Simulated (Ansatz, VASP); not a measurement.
La2O3 in VASP and in Ansatz

```
CELL_PARAMETERS angstrom
3.93520 0.00000 0.00000
-1.96760 3.40798 0.00000
0.00000 0.00000 6.12577
ATOMIC_POSITIONS crystal
La 0.66667 0.33333 0.75388
La 0.33333 0.66667 0.24612
O 0.66667 0.33333 0.35388
O 0.33333 0.66667 0.64612
O 0.00000 0.00000 0.00000
```

Alike in both runs: functional r2SCAN; k mesh 9 × 9 × 4; occupations gaussian, width 0.02 eV; no spin polarisation.

Ansatz relaxed the structure, and its values are those at the end. VASP's run is a single point on that final structure, the one shown.

|  | VASP | Ansatz |
| --- | --- | --- |
| version | VASP 6.6.1 | Ansatz 0.2.0 |
| potentials or method | VASP PAW PBE potentials, release 64 (La, O), cutoff 520 eV | scalar-relativistic, plane waves, PAW |
| valence electrons in the cell | 40 | 40 |

|  | VASP | Ansatz | Ansatz less VASP |
| --- | --- | --- | --- |
| gap on the k mesh at the Fermi level (eV) | 4.25 | 4.24 | -0.014 |
| least direct gap on the mesh (eV) | 4.36 | 4.35 | -0.019 |
| pressure (GPa) | -0.4 | 0.0 | +0.43 |
| rms of the force components (eV/Å) | 0.010 | 0.000 | -0.0095 |

VASP's potentials were made for PBE, not for r2SCAN. With one functional, cell and mesh, what is left measures potentials, basis and numerics.

Spin-orbit coupling is off throughout.
